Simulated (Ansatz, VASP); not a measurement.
## Ta: VASP beside Ansatz

INCAR

```
PREC = Accurate
ENCUT = 500
EDIFF = 1E-6
ISMEAR = -1
SIGMA = 0.1
LREAL = F
LASPH = T
NELM = 120
ALGO = Normal
ISIF = 2
LWAVE = F
LCHARG = F
GGA = PE
NBANDS = 12
GGA_COMPAT = F
```

KPOINTS

```
regular mesh
0
Gamma
  16 16 16
```

POSCAR

```
Ta
1.0
    0.0000000000      2.0536417209      2.0536417209
    2.0536417209      0.0000000000      2.0536417209
    2.0536417209      2.0536417209      0.0000000000
Ta
1
Direct
    0.0000000000      0.0000000000      0.0000000000
```

Input for Ansatz:

```yaml
crystal:
  lattice:
    - [0.0, 2.0536417209, 2.0536417209]
    - [2.0536417209, 0.0, 2.0536417209]
    - [2.0536417209, 2.0536417209, 0.0]
  atoms:
    - { symbol: Ta, position: [0.0, 0.0, 0.0] }
kpoints:
  mp_grid: { grid: [16, 16, 16] }
scf:
  occupations: { method: fermi_dirac, width: 0.1 }
hamiltonian:
  xc: pbe
  pseudopotentials: { kind: paw }
output:
  forces: true
  stress: true
  eigenvalues: true
```

Change from the starting cell: volume scaled by 0.919, to set the pressure.

Alike in both runs: task single point; functional PBE; k mesh 16 × 16 × 16; occupations fermi-dirac, width 0.1 eV; no spin polarisation.

|  | VASP | Ansatz |
| --- | --- | --- |
| version | VASP 6.6.1 | Ansatz 0.2.0 |
| potentials or method | VASP PAW PBE potentials, release 64 (Ta_pv) | PAW with Ansatz's default frozen-core files, scalar-relativistic |
| plane-wave cutoff (eV) | 500 | 420 |
| valence electrons in the cell | 11 | 13 |

|  | VASP | Ansatz | Ansatz less VASP |
| --- | --- | --- | --- |
| pressure (GPa) | 19.0 | 18.8 | -0.14 |

The functional is the same, so the differences come from potentials, cutoffs and numerics. VASP's potentials hold 11 valence electrons a cell and Ansatz's 13, so a difference there can come from the potentials and not from the codes.

Spin-orbit coupling is off throughout.
